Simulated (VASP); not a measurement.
Write the native input for VASP 6.6.1 that does the following.

```
Task                   : single point
Functional             : PBEsol
Potentials or basis    : VASP PAW PBE potentials, release 64 (Ti_sv, O)
Cutoff                 : 520 eV
k mesh                 : 6 × 6 × 10
Occupations            : gaussian, width 0.05 eV
Spin                   : no spin polarisation
Dipole correction      : no
Further INCAR settings : ALGO = Normal; EDIFF = 1e-06; NBANDS = 33
```

The structure of TiO2 lies in POSCAR:

```
TiO2
1.0
    4.5912476203      0.0000000000      0.0000000000
    0.0000000000      4.5912476203      0.0000000000
    0.0000000000      0.0000000000      2.9389940195
Ti O
2 4
Direct
    0.0000000000      0.0000000000      0.0637973398
    0.5000000000      0.5000000000      0.5637973398
    0.3044387440      0.3044387440      0.0000000000
    0.1955612560      0.8044387440      0.5000000000
    0.6955612560      0.6955612560      0.0000000000
    0.8044387440      0.1955612560      0.5000000000
```

This cell differs from its parent crystal: all Ti atoms moved +0.188 Å, as atom 1 along Cartesian [0 0 1].

The input as run:

INCAR

```
ALGO = Normal
EDIFF = 1E-6
ENCUT = 520
GGA = PS
ISIF = 2
ISMEAR = 0
LASPH = T
LCHARG = F
LREAL = F
LWAVE = F
NBANDS = 33
NELM = 60
PREC = Accurate
SIGMA = 0.05
```

KPOINTS

```
k-points
0
Gamma
  6 6 10
```

Potentials or basis: VASP PAW PBE potentials, release 64 (Ti_sv, O).

The run is started by

```console
$ cat potpaw_PBE.64/Ti_sv/POTCAR potpaw_PBE.64/O/POTCAR > POTCAR
$ mpirun -np 1 vasp_std > vasp.out
```

Results of the run:

The pressure is 5.9 GPa and the largest force is 0.807 eV/Å. The band gap on the k mesh is 2.27 eV, indirect (least direct gap 2.68 eV).

Caveat: the cell differs from its parent crystal (all Ti atoms moved +0.188 Å, as atom 1 along Cartesian [0 0 1]); the PAW data sets were made with another functional, which shifts forces and pressure a little.

It took 96 s on 1 thread of Intel Xeon 6975P-C (shared host), peak memory 0.24 GiB.
